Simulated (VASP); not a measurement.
# Zr3PdSe4 (P-6m2) in VASP: further runs

Runs on Zr3PdSe4. Level: PBE. Tasks: single point, relaxation of cell and atoms.

All numbers are computed with VASP 6.6.1; they aren't measurements. Logs are shortened: lines on timing, memory, paths and dates and some standing lists are left out, and cuts for length are marked.

## (1) The cell of the first run

It takes space group P-6m2 (No. 187, hexagonal). The conventional cell has a = 7.347 Å, b = 7.347 Å, c = 3.678 Å, α = 90.00°, β = 90.00°, γ = 120.00°. Zr (site symmetry mm2) has 6 Se at 2.75 to 2.93 Å and 4 Zr at 3.41 to 3.68 Å and 2 Pd at 3.68 Å within 3.7 Å. Within 3.7 Å of Pd (site symmetry -6m2) lie 6 Se at 2.81 Å and 6 Zr at 3.68 Å and 2 Pd at 3.68 Å. Within 3.7 Å of Se (site symmetry mm2) lie 4 Zr at 2.75 Å and 2 Pd at 2.81 Å and 8 Se at 3.66 to 3.69 Å. Se (site symmetry -6m2) has 6 Zr at 2.93 Å and 8 Se at 3.67 to 3.68 Å within 3.9 Å.

## (2) Single point, PBE (21.49 Å³/atom)

Input file INCAR:

```
SYSTEM = Zr3PdSe4
PREC     = Accurate       ! precision mode
ENCUT    = 520            ! plane-wave cutoff, eV
EDIFF    = 1E-6           ! SCF threshold, eV
ISMEAR   = 0              ! smearing method
SIGMA    = 0.1            ! smearing width, eV
LREAL    = .FALSE.        ! projectors in reciprocal space
LASPH    = .TRUE.         ! aspherical terms in the spheres
NELM     = 60             ! most SCF steps
ALGO     = Normal         ! electronic algorithm
ISIF     = 2              ! what is computed and relaxed
LWAVE    = .FALSE.        ! write WAVECAR
LCHARG   = .FALSE.        ! write CHGCAR
GGA      = PE             ! functional
NBANDS   = 45             ! bands
```

Input file KPOINTS:

```
regular mesh
0
G
  6 6 8
  0 0 0
```

Input file POSCAR:

```
Zr3PdSe4
1.0
    7.3471032054      0.0000000000      0.0000000000
   -3.6735516027      6.3627780201      0.0000000000
    0.0000000000      0.0000000000      3.6783725047
Zr Pd Se
3 1 4
Direct
    0.0243289527      0.5121644763      0.0000000000
    0.4878355237      0.9756710473      0.0000000000
    0.4878355237      0.5121644763      0.0000000000
    0.0000000000      0.0000000000      0.0000000000
    0.1673150771      0.8326849229      0.5000000000
    0.1673150771      0.3346301541      0.5000000000
    0.6666666667      0.3333333333      0.5000000000
    0.6653698459      0.8326849229      0.5000000000
```

Potentials or basis: VASP PAW PBE potentials, release 64 (Zr_sv, Pd, Se).

The run is started by

```
$ cat potpaw_PBE.64/Zr_sv/POTCAR potpaw_PBE.64/Pd/POTCAR potpaw_PBE.64/Se/POTCAR > POTCAR
$ mpirun -np 1 vasp_std > vasp.out
```

OUTCAR:

```text
SYSTEM = Zr3PdSe4
   PREC = Accurate
   ENCUT = 520
   EDIFF = 1E-6
   ISMEAR = 0
   LREAL = .FALSE.
   LASPH = .TRUE.
   NELM = 60
   ISIF = 2
   GGA = PE

 ion  position               nearest neighbor table
   1  0.024  0.512  0.000-   5 2.75   5 2.75   6 2.75   6 2.75   7 2.93   7 2.93   2 3.41   3 3.41

   2  0.488  0.976  0.000-   5 2.75   8 2.75   5 2.75   8 2.75   7 2.93   7 2.93   1 3.41   3 3.41

   3  0.488  0.512  0.000-   8 2.75   8 2.75   6 2.75   6 2.75   7 2.93   7 2.93   2 3.41   1 3.41

   4  0.000  0.000  0.000-   6 2.81   6 2.81   8 2.81   8 2.81   5 2.81   5 2.81
   5  0.167  0.833  0.500-   1 2.75   1 2.75   2 2.75   2 2.75   4 2.81   4 2.81
   6  0.167  0.335  0.500-   1 2.75   3 2.75   1 2.75   3 2.75   4 2.81   4 2.81
   7  0.667  0.333  0.500-   2 2.93   2 2.93   1 2.93   1 2.93   3 2.93   3 2.93
   8  0.665  0.833  0.500-   3 2.75   3 2.75   2 2.75   2 2.75   4 2.81   4 2.81

  LATTYP: Found a hexagonal cell.
 ALAT       =     7.3471032054
 C/A-ratio  =     0.5006561636

  Lattice vectors:

 A1 = (   7.3471032054,   0.0000000000,   0.0000000000)
 A2 = (  -3.6735516027,   6.3627780201,   0.0000000000)
 A3 = (   0.0000000000,   0.0000000000,   3.6783725047)

Analysis of symmetry for initial positions (statically):
=====================================================================
 Subroutine PRICEL returns:
 Original cell was already a primitive cell.

 Routine SETGRP: Setting up the symmetry group for a
 hexagonal supercell.

 Subroutine GETGRP returns: Found 12 space group operations
 (whereof 12 operations were pure point group operations)
 out of a pool of 24 trial point group operations.

The static configuration has the point symmetry D_3h.

Analysis of symmetry for dynamics (positions and initial velocities):
=====================================================================
 Subroutine PRICEL returns:
 Original cell was already a primitive cell.

 Routine SETGRP: Setting up the symmetry group for a
 hexagonal supercell.

 Subroutine GETGRP returns: Found 12 space group operations
 (whereof 12 operations were pure point group operations)
 out of a pool of 24 trial point group operations.

The dynamic configuration has the point symmetry D_3h.

 Subroutine INISYM returns: Found 12 space group operations
 (whereof 12 operations are pure point group operations),
 and found     1 'primitive' translations

----------------------------------------------------------------------------------------

                                     Primitive cell

  volume of cell :     171.9565

  direct lattice vectors                    reciprocal lattice vectors
     7.347103205  0.000000000  0.000000000     0.136108065  0.078582028  0.000000000
    -3.673551603  6.362778020  0.000000000     0.000000000  0.157164056  0.000000000
     0.000000000  0.000000000  3.678372505     0.000000000  0.000000000  0.271859361

  length of vectors
     7.347103205  7.347103205  3.678372505     0.157164056  0.157164056  0.271859361

  position of ions in fractional coordinates (direct lattice)
     0.024328953  0.512164476  0.000000000
     0.487835524  0.975671047  0.000000000
     0.487835524  0.512164476  0.000000000
     0.000000000  0.000000000  0.000000000
     0.167315077  0.832684923  0.500000000
     0.167315077  0.334630154  0.500000000
     0.666666667  0.333333333  0.500000000
     0.665369846  0.832684923  0.500000000

  ion indices of the primitive-cell ions
   primitive index   ion index
                 1           1
                 2           2
                 3           3
                 4           4
                 5           5
                 6           6
                 7           7
                 8           8

----------------------------------------------------------------------------------------

 KPOINTS: regular mesh

Automatic generation of k-mesh.
 Grid dimensions read from file:
 generate k-points for:    6    6    8

 Generating k-lattice:

  Cartesian coordinates                     Fractional coordinates (reciprocal lattice)
     0.022684677  0.013097005  0.000000000     0.166666667 -0.000000000  0.000000000
     0.000000000  0.026194009  0.000000000     0.000000000  0.166666667  0.000000000
     0.000000000  0.000000000  0.033982420     0.000000000  0.000000000  0.125000000

  Length of vectors
     0.026194009  0.026194009  0.033982420

  Shift w.r.t. Gamma in fractional coordinates (k-lattice)
     0.000000000  0.000000000  0.000000000

 Subroutine IBZKPT returns following result:
 ===========================================

 Found     35 irreducible k-points:

 Following reciprocal coordinates:
            Coordinates               Weight
  0.000000  0.000000  0.000000      1.000000
  0.166667  0.000000  0.000000      6.000000
  0.333333 -0.000000  0.000000      6.000000
  0.500000  0.000000  0.000000      3.000000
  0.166667  0.166667  0.000000      6.000000
  0.333333  0.166667  0.000000     12.000000
[... 16 lines left out ...]
  0.166667  0.000000  0.375000     12.000000
  0.333333 -0.000000  0.375000     12.000000
 [... further k-points ...]
   k-points           NKPTS =     35   k-points in BZ     NKDIM =     35   number of bands    NBANDS=     45
   number of dos      NEDOS =    301   number of ions     NIONS =      8
   total plane-waves  NPLWV =  87808
   dimension x,y,z NGX =    56 NGY =   56 NGZ =   28
   dimension x,y,z NGXF=   112 NGYF=  112 NGZF=   56
   ions per type =               3   1   4
   NGX,Y,Z   is equivalent  to a cutoff of  12.67, 12.67, 12.65 a.u.
   NGXF,Y,Z  is equivalent  to a cutoff of  25.34, 25.34, 25.31 a.u.
 SYSTEM =  Zr3PdSe4
   PREC   = accura    normal or accurate (medium, high low for compatibility)
   ISTART =      0    job   : 0-new  1-cont  2-samecut
   ICHARG =      2    charge: 1-file 2-atom 10-const
   ISPIN  =      1    spin polarized calculation?
   LNONCOLLINEAR =      F non collinear calculations
   LSORBIT =      F    spin-orbit coupling
   LASPH  =      T    aspherical Exc in radial PAW
   ENCUT  =  520.0 eV  38.22 Ry    6.18 a.u.  13.66 13.66  6.84*2*pi/ulx,y,z
   NELM   =     60;   NELMIN=  2; NELMDL= -5     # of ELM steps
   EDIFF  = 0.1E-05   stopping-criterion for ELM
   LREAL  =      F    real-space projection
   EDIFFG = 0.1E-04   stopping-criterion for IOM
   NSW    =      0    number of steps for IOM
   IBRION =     -1    ionic relax: 0-MD 1-quasi-New 2-CG
   NFREE  =      0    steps in history (QN), initial steepest desc. (CG)
   ISIF   =      2    stress and relaxation
   ISYM   =      2    0-nonsym 1-usesym 2-fastsym
   POTIM  = 0.5000    time-step for ionic-motion
   TEBEG  =    0.0;   TEEND  =   0.0 temperature during run
   PSTRESS=    0.0 pullay stress
   NELECT =      70.0000    total number of electrons
   NUPDOWN=      -1.0000    fix difference up-down
   EMIN   =  10.00;   EMAX   =-10.00  energy-range for DOS
   EFERMI =   0.00;   METHOD = LEGACY
   ISMEAR =     0;   SIGMA  =   0.10  broadening in eV -4-tet -1-fermi 0-gaus
   EFERMI_NEDOS =   21; number of points for ismear=-14 and -15
   IALGO  =     38    algorithm
   IMIX   =      4    mixing-type and parameters
     AMIX     =   0.40;   BMIX     =  1.00
     AMIX_MAG =   1.60;   BMIX_MAG =  1.00
  volume/ion in A,a.u.               =      21.49       145.05
  Fermi-wavevector in a.u.,A,eV,Ry     =   1.213299  2.292803 20.029073  1.472095
  Thomas-Fermi vector in A             =   2.348756
   LORBIT       =      0    0 simple, 1 ext, 2 COOP (PROOUT), +10 PAW based schemes
   GGA     = PE    functional components
   LHFCALC =     F    Hartree Fock is set to
   AEXX    =    0.0000 exact exchange contribution
   IVDW    =     0    specifies the selected vdW correction
   LEPSILON=     F    determine dielectric tensor
   LRPA    =     F    only Hartree local field effects (RPA)
 non-spin polarized calculation
 Gauss-broadening in eV      SIGMA  =   0.10
  energy-cutoff  :      520.00
  volume of cell :      171.96
 maximum number of plane-waves:      4730
 NGX is ok and might be reduce to    56
   NGX = 27   NGY = 27   NGZ = 13

 number of electron      70.0000002 magnetization

 Free energy of the ion-electron system (eV)
  ---------------------------------------------------
  ext. energy  EPLUGINS =         0.00000000
  ---------------------------------------------------
  free energy    TOTEN  =       -53.06375611 eV

  energy without entropy =      -53.03635751  energy(sigma->0) =      -53.05005681

 E-fermi :   7.5659     XC(G=0): -10.6949

 val. band max:        7.5601501507   @ k =   0.5000   0.0000   0.1250
 cond. band min:       7.5846251161   @ k =   0.1667   0.1667   0.2500
 fundamental gap:      0.0244749653
 Fermi energy:         7.5659477119

 k-point     1 :       0.0000    0.0000    0.0000
  band No.  band energies     occupation
      1     -42.2421      2.00000
      2     -42.2230      2.00000
      3     -42.2230      2.00000
      4     -20.4151      2.00000
      5     -20.4151      2.00000
      6     -20.3015      2.00000
[... 37 lines left out ...]
     44      10.0671      0.00000
     45      10.1623      0.00000

 k-point     2 :       0.1667    0.0000    0.0000
  band No.  band energies     occupation
      1     -42.2416      2.00000
      2     -42.2234      2.00000
      3     -42.2229      2.00000
      4     -20.4144      2.00000
      5     -20.4111      2.00000
      6     -20.2945      2.00000
[... 37 lines left out ...]
     44       9.9197      0.00000
     45      10.2086      0.00000

 k-point     3 :       0.3333   -0.0000    0.0000
  band No.  band energies     occupation
      1     -42.2406      2.00000
      2     -42.2245      2.00000
      3     -42.2229      2.00000
      4     -20.4132      2.00000
      5     -20.4023      2.00000
      6     -20.3013      2.00000
[... 997 lines left out ...]
     44      10.2305      0.00000
     45      10.4846      0.00000

 k-point    24 :       0.3333   -0.0000    0.3750
  band No.  band energies     occupation
      1     -42.2326      2.00000
      2     -42.2168      2.00000
      3     -42.2154      2.00000
      4     -20.4048      2.00000
      5     -20.3834      2.00000
      6     -20.3735      2.00000
[... 37 lines left out ...]
     44      10.1632      0.00000
     45      10.5694      0.00000

 [... further k-points ...]

------------------------ aborting loop because EDIFF is reached ----------------------------------------

  FORCE on cell =-STRESS in cart. coord.  units (eV):
  Direction    XX          YY          ZZ          XY          YZ          ZX
  --------------------------------------------------------------------------------------
  -------------------------------------------------------------------------------------
  Total       -4.8930623     -4.8930623     -4.8631905      0.0000000      0.0000000      0.0000000
  in kB      -45.5903270    -45.5903270    -45.3120013      0.0000000      0.0000000      0.0000000
  external PRESSURE =     -45.4975518 kB  Pullay stress =       0.0000000 kB

 VOLUME and BASIS-vectors are now :
 -----------------------------------------------------------------------------
  energy-cutoff  :      520.00
  volume of cell :      171.96
      direct lattice vectors                 reciprocal lattice vectors
     7.347103205  0.000000000  0.000000000     0.136108065  0.078582028  0.000000000
    -3.673551603  6.362778020  0.000000000     0.000000000  0.157164056  0.000000000
     0.000000000  0.000000000  3.678372505     0.000000000  0.000000000  0.271859361

 POSITION                                       TOTAL-FORCE (eV/Angst)
 -----------------------------------------------------------------------------------
     -1.70272      3.25879      0.00000        -0.007659     -0.004422      0.000000
      0.00000      6.20798      0.00000         0.000000      0.008844     -0.000000
      1.70272      3.25879      0.00000         0.007659     -0.004422      0.000000
      0.00000      0.00000      0.00000         0.000000     -0.000000     -0.000000
     -1.82963      5.29819      1.83919        -0.010971      0.006334      0.000000
      0.00000      2.12918      1.83919         0.000000     -0.012668     -0.000000
      3.67355      2.12093      1.83919         0.000000     -0.000000     -0.000000
      1.82963      5.29819      1.83919         0.010971      0.006334      0.000000
 -----------------------------------------------------------------------------------
    total drift:                               -0.000002      0.000001      0.000000

  FREE ENERGIE OF THE ION-ELECTRON SYSTEM (eV)
  ---------------------------------------------------
  free  energy   TOTEN  =       -53.0637561117 eV

  energy  without entropy=      -53.0363575150  energy(sigma->0) =      -53.05005681
```

Wall time 5.9 min (1 thread of Intel Xeon 8259CL, shared host); peak memory 0.43 GiB.

What came out:

| Property | Result |
| --- | --- |
| Free energy | -53.0638 eV |
| Pressure | -4.5 GPa |
| Largest force | 0.013 eV/Å |
| Band gap on the k mesh | zero (bands 35 and 36 overlap by 0.48 eV) |

Forces on the atoms (eV/Å):
```
Zr  -0.008 -0.004  0.000
Zr   0.000  0.009  0.000
Zr   0.008 -0.004  0.000
Pd   0.000  0.000  0.000
Se  -0.011  0.006  0.000
Se   0.000 -0.013  0.000
Se   0.000  0.000  0.000
Se   0.011  0.006  0.000
```

Caveat: the cell stands under tension.

## (3) Relaxation of cell and atoms, PBE

This run uses another cell than the first one, of 20.28 Å³/atom.

Input file INCAR:

```
PREC = Accurate
ENCUT = 600
EDIFF = 1E-7
ISMEAR = 0
SIGMA = 0.1
LREAL = F
LASPH = T
NELM = 80
ALGO = Normal
ISIF = 3
LWAVE = F
LCHARG = F
GGA = PE
IBRION = 2
NSW = 80
EDIFFG = -0.001
```

Input file KPOINTS:

```
Automatic mesh
0
Gamma
  6 6 8
```

Input file POSCAR:

```
Zr3PdSe4
1.0
    7.1625529310      0.0000000000      0.0000000000
   -3.5812764655      6.2029527942      0.0000000000
    0.0000000000      0.0000000000      3.6512908977
Zr Pd Se
3 1 4
Direct
    0.0192868837      0.5096434418      0.0000000000
    0.4903565582      0.9807131163      0.0000000000
    0.4903565582      0.5096434418      0.0000000000
    0.0000000000      0.0000000000      0.0000000000
    0.1663053885      0.8336946115      0.5000000000
    0.1663053885      0.3326107769      0.5000000000
    0.6666666667      0.3333333333      0.5000000000
    0.6673892231      0.8336946115      0.5000000000
```

Potentials or basis: VASP PAW PBE potentials, release 64 (Zr_sv, Pd, Se).

The run is started by

```
$ cat potpaw_PBE.64/Zr_sv/POTCAR potpaw_PBE.64/Pd/POTCAR potpaw_PBE.64/Se/POTCAR > POTCAR
$ mpirun -np 1 vasp_std > vasp.out
```

Wall time 28 min (1 thread of Intel Xeon 8259CL, shared host); peak memory 0.52 GiB.

Results (log left out):

* Free energy: -53.2062 eV
* Relaxed volume: 20.30 Å³/atom
* Relaxed cell: a = 7.164 Å, b = 7.164 Å, c = 3.653 Å, α = 90.00°, β = 90.00°, γ = 120.00°
* Space group after relaxing (to 0.1 Å): P-6m2 (No. 187)
* Energy gained by relaxing: 0.0 meV/atom
* Ionic steps: 8
* Pressure after relaxing: 0.0 GPa
* Band gap on the k mesh: zero (bands 35 and 36 overlap by 0.42 eV)

The path:
```
step  energy change (eV)  largest force (eV/Å)  pressure (GPa)  volume (Å³)
   1              0.0000                0.0196            0.12       162.22
   2              0.0000                0.0103           -0.14       162.59
   3             -0.0001                0.0116           -0.01       162.40
   4             -0.0001                0.0112           -0.01       162.41
   5             -0.0001                0.0063           -0.01       162.40
   6             -0.0001                0.0012            0.00       162.38
   7             -0.0001                0.0013            0.00       162.38
   8             -0.0001                0.0007            0.00       162.38
```

Final structure:
```cif
data_structure
_symmetry_space_group_name_H-M 'P 1'
_symmetry_Int_Tables_number 1
_cell_length_a 7.1641
_cell_length_b 7.1641
_cell_length_c 3.6532
_cell_angle_alpha 90.000
_cell_angle_beta 90.000
_cell_angle_gamma 120.000
_cell_volume 162.38
loop_
_atom_site_label
_atom_site_type_symbol
_atom_site_fract_x
_atom_site_fract_y
_atom_site_fract_z
_atom_site_occupancy
Zr1 Zr 0.01933 0.50966 0.00000 1
Zr2 Zr 0.49034 0.98067 0.00000 1
Zr3 Zr 0.49034 0.50966 0.00000 1
Pd1 Pd 0.00000 0.00000 0.00000 1
Se1 Se 0.16617 0.83383 0.50000 1
Se2 Se 0.16617 0.33233 0.50000 1
Se3 Se 0.66667 0.33333 0.50000 1
Se4 Se 0.66767 0.83383 0.50000 1
```

Levels at points of the mesh, in eV from the Fermi level:
```tsv
k point	band 31	band 32	band 33	band 34	band 35	band 36	band 37	band 38	band 39	band 40
(0.00, 0.00, 0.00)	-2.36	-2.07	-1.63	-1.63	-0.13	-0.13	0.97	0.97	1.62	1.62
(0.50, 0.00, 0.00)	-1.69	-1.65	-1.52	-1.45	-0.12	-0.06	0.64	0.71	1.19	1.51
(0.00, 0.00, 0.50)	-1.86	-0.65	-0.65	-0.50	-0.18	-0.18	1.37	1.37	1.77	1.94
(0.50, 0.00, 0.50)	-1.92	-1.00	-0.96	-0.76	-0.11	-0.01	1.05	1.21	1.82	2.30
```

The gap in the log of VASP goes by the Fermi energy; the results here count the filled bands.